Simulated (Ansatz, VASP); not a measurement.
TiO2: VASP beside Ansatz

```
CELL_PARAMETERS angstrom
5.13800 0.00000 0.00000
0.00000 9.17400 0.00000
0.00000 0.00000 5.44900
ATOMIC_POSITIONS crystal
Ti 0.13897 0.12897 0.90515
Ti 0.63897 0.37103 0.09485
Ti 0.86103 0.62897 0.59485
Ti 0.36103 0.87103 0.40515
Ti 0.86103 0.87103 0.09485
Ti 0.36103 0.62897 0.90515
Ti 0.13897 0.37103 0.40515
Ti 0.63897 0.12897 0.59485
O 0.81535 0.00955 0.85062
O 0.31535 0.49045 0.14938
O 0.18465 0.50955 0.64938
O 0.68465 0.99045 0.35062
O 0.18465 0.99045 0.14938
O 0.68465 0.50955 0.85062
O 0.81535 0.49045 0.35062
O 0.31535 0.00955 0.64938
O 0.46416 0.23033 0.89066
O 0.96416 0.26967 0.10934
O 0.53584 0.73033 0.60934
O 0.03584 0.76967 0.39066
O 0.53584 0.76967 0.10934
O 0.03584 0.73033 0.89066
O 0.46416 0.26967 0.39066
O 0.96416 0.23033 0.60934
```

Alike in both runs: functional PBE; k mesh 5 × 3 × 5; occupations fermi-dirac, width 0.02 eV; no spin polarisation.

Ansatz relaxed the structure, and its values are those at the end. VASP's run is a single point on that final structure, the one shown.

|  | VASP | Ansatz |
| --- | --- | --- |
| version | VASP 6.6.1 | Ansatz 0.2.0 |
| potentials or method | VASP PAW PBE potentials, release 64 (Ti_sv, O) | plane-wave PAW, scalar-relativistic |
| plane-wave cutoff (eV) | 520 | 420 |
| valence electrons in the cell | 192 | 192 |

Ansatz gave:

* gap on the k mesh at the Fermi level (eV): 2.36
* pressure (GPa): 5.2
* rms of the force components (eV/Å): 0.002

Task: What did VASP give for the same quantities?

Result: gap on the k mesh at the Fermi level (eV): 2.34; pressure (GPa): 5.8; rms of the force components (eV/Å): 0.020.

The functional is the same, so the differences come from potentials, cutoffs and numerics. Ansatz's warnings: stress scf threshold loose.
